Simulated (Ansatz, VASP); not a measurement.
**NaPtCl3 in VASP and in Ansatz**

INCAR

```
PREC = Accurate
ENCUT = 520
EDIFF = 1E-7
ISMEAR = 0
SIGMA = 0.1
LREAL = False
LASPH = True
NELM = 80
ALGO = Normal
ISIF = 2
LWAVE = False
LCHARG = False
GGA = PE
NBANDS = 27
```

KPOINTS

```
regular mesh
0
Gamma
  8 8 8
```

The input POSCAR:

```
NaPtCl3
1.0
    4.8366838269      0.0000000000      0.0000000000
    0.0000000000      4.8366838269      0.0000000000
    0.0000000000      0.0000000000      4.8366838269
Na Pt Cl
1 1 3
Direct
    0.0000000000      0.0000000000      0.0000000000
    0.5000000000      0.5000000000      0.5000000000
    0.0000000000      0.5000000000      0.5000000000
    0.5000000000      0.5000000000      0.0000000000
    0.5000000000      0.0000000000      0.5000000000
```

Input for Ansatz:

```yaml
crystal:
  lattice:
    - [4.8366838269, 0.0, 0.0]
    - [0.0, 4.8366838269, 0.0]
    - [0.0, 0.0, 4.8366838269]
  atoms:
    - { symbol: Na, position: [0.0, 0.0, 0.0] }
    - { symbol: Pt, position: [0.5, 0.5, 0.5] }
    - { symbol: Cl, position: [0.0, 0.5, 0.5] }
    - { symbol: Cl, position: [0.5, 0.5, 0.0] }
    - { symbol: Cl, position: [0.5, 0.0, 0.5] }
basis:
  ecutwfc: 420
kpoints:
  mp_grid: { grid: [8, 8, 8] }
hamiltonian:
  xc: pbe
scf:
  occupations: { method: gaussian, width: 0.1 }
output:
  forces: true
  stress: true
  eigenvalues: true
```

Alike in both runs: task single point; functional PBE; k mesh 8 × 8 × 8; occupations gaussian, width 0.1 eV; no spin polarisation.

```csv
,VASP,Ansatz
version,VASP 6.6.1,Ansatz 0.2.0
potentials or method,"VASP PAW PBE potentials, release 64 (Na_pv, Pt, Cl), cutoff 520 eV","scalar-relativistic, plane waves, PAW"
valence electrons in the cell,38,48
```

```tsv
	VASP	Ansatz	Ansatz less VASP
gap on the k mesh at the Fermi level (eV)	none	none	-
pressure (GPa)	3.5	3.6	+0.10
```

A gap of «none» marks a metal or a gap that the smearing closes. VASP's potentials hold 38 valence electrons a cell and Ansatz's 48, so a difference there can come from the potentials and not from the codes.

Neither program's run includes spin-orbit coupling.
